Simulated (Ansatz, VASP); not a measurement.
## Two plane-wave programs on Rb

Contents of INCAR:

```
SYSTEM = Rb
PREC = Accurate ; ENCUT = 600
EDIFF = 1E-6 ; ISMEAR = 0
SIGMA = 0.1 ; LREAL = .FALSE.
LASPH = .TRUE. ; NELM = 100
ALGO = Fast ; ISIF = 3
LWAVE = .FALSE. ; LCHARG = .FALSE.
GGA = PS ; IBRION = 2
NSW = 100 ; EDIFFG = -0.005
```

KPOINTS

```
Automatic mesh
0
G
  9 9 6
  0 0 0
```

Contents of POSCAR:

```
Rb
1.0
    5.0882069760      0.0000000000      0.0000000000
   -2.5441034880      4.4065165009      0.0000000000
    0.0000000000      0.0000000000      8.4420579800
Rb
2
Direct
    0.3333333300      0.6666666700      0.2500000000
    0.6666666700      0.3333333300      0.7500000000
```

Input for Ansatz:

```yaml
crystal:
  lattice:
    - [5.088206976, 0.0, 0.0]
    - [-2.544103488, 4.4065165009, 0.0]
    - [0.0, 0.0, 8.44205798]
  atoms:
    - { symbol: Rb, position: [0.33333333, 0.66666667, 0.25] }
    - { symbol: Rb, position: [0.66666667, 0.33333333, 0.75] }
basis:
  ecutwfc: 420
kpoints:
  mp_grid: { grid: [9, 9, 6] }
hamiltonian:
  xc: pbesol
scf:
  occupations: { method: gaussian, width: 0.1 }
output:
  forces: true
  stress: true
  eigenvalues: true
relax:
  adjacent_minimum: "off"
  f_tol: 0.005
  max_steps: 80
  cell: { stress_tol: 0.05 }
```

Alike in both runs: task relaxation of cell and atoms; functional PBEsol; k mesh 9 × 9 × 6; occupations gaussian, width 0.1 eV; no spin polarisation.

|  | VASP | Ansatz |
| --- | --- | --- |
| version | VASP 6.6.1 | Ansatz 0.2.0 |
| potentials or method | VASP PAW PBE potentials, release 64 (Rb_sv), cutoff 600 eV | scalar-relativistic, plane waves, PAW |
| valence electrons in the cell | 18 | 18 |

```tsv
	VASP	Ansatz	Ansatz less VASP
gap on the k mesh at the Fermi level, each at its own relaxed structure (eV)	none	none	-
relaxed volume (Å³/atom)	86.40	86.65	+0.249
relaxed cell length with the largest relative difference (Å)	8.196	8.208	+0.0114
```

VASP's potentials were made for PBE, not for PBEsol. A gap of «none» marks a metal or a gap that the smearing closes.
